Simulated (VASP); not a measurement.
Here is a VASP 6.6.1 calculation.

POSCAR

```
BeS
1.0
    0.0000000000      2.4099631659      2.4099631659
    2.4099631659      0.0000000000      2.4099631659
    2.4099631659      2.4099631659      0.0000000000
Be S
1 1
Direct
    0.0000000000      0.0000000000      0.0000000000
    0.2500000000      0.2500000000      0.2500000000
```

Contents of INCAR.step1:

```
PREC = Accurate ; ENCUT = 520
ISMEAR = 0 ; SIGMA = 0.01
LREAL = F ; LASPH = T
NELM = 100 ; NBANDS = 11
GGA = PE ; ALGO = Normal
EDIFF = 1E-4 ; LWAVE = T
LCHARG = F
```

INCAR.step2

```
PREC = Accurate ; ENCUT = 520
EDIFF = 1E-6 ; ISMEAR = 0
SIGMA = 0.01 ; LREAL = F
LASPH = T ; NELM = 100
ALGO = Normal ; ISIF = 2
LWAVE = F ; LCHARG = F
METAGGA = R2SCAN ; LMIXTAU = T
NBANDS = 11 ; ISTART = 1
```

The input KPOINTS:

```
Automatic mesh
0
Gamma
  10 10 10
```

Potentials or basis: VASP PAW PBE potentials, release 64 (Be, S).

Launch:

```bash
$ cat potpaw_PBE.64/Be/POTCAR potpaw_PBE.64/S/POTCAR > POTCAR
$ cp INCAR.step1 INCAR
$ mpirun -np 1 vasp_std > vasp.out
$ cp INCAR.step2 INCAR
$ mpirun -np 1 vasp_std > vasp.out
```

**Question.** What does it give for the pressure?

**Answer.** 3.4 GPa.

**Question.** Predict the band gap on the k mesh.

**Answer.** 3.53 eV, indirect (least direct gap 6.25 eV).

Caveat: the cell differs from its parent crystal (strain -1.0%); the PAW data sets were made with another functional, which shifts forces and pressure a little. A k mesh can miss the band edges.
